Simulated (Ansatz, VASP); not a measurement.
# One calculation of KZnI3, two programs

```
K Zn I
1.0
     5.82327    0.00000    0.00000
     0.00000    5.82327    0.00000
     0.00000    0.00000    5.64390
K Zn I
1 1 3
Cartesian
  0.0000 0.0000 2.8219
  2.9116 2.9116 0.0000
  2.9116 2.9116 2.8219
  0.0000 2.9116 0.0000
  2.9116 0.0000 0.0000
```

Alike in both runs: functional PBE; k mesh 3 × 3 × 2; occupations gaussian, width 0.15 eV; no spin polarisation.

Ansatz relaxed the structure, and its values are those at the end. VASP's run is a single point on that final structure, the one shown.

|  | VASP | Ansatz |
| --- | --- | --- |
| version | VASP 6.6.1 | Ansatz 0.2.0 |
| potentials or method | VASP PAW PBE potentials, release 64 (K_sv, Zn, I), cutoff 520 eV | scalar-relativistic, plane waves, PAW |
| valence electrons in the cell | 42 | 72 |

```tsv
	VASP	Ansatz	Ansatz less VASP
gap on the k mesh at the Fermi level (eV)	none	none	-
pressure (GPa)	0.0	0.0	-0.02
```

A gap of «none» marks a metal or a gap that the smearing closes. VASP's potentials hold 42 valence electrons a cell and Ansatz's 72, so a difference there can come from the potentials and not from the codes.

The k mesh is coarse, so the values compare programs but aren't converged. Neither program's run includes spin-orbit coupling.
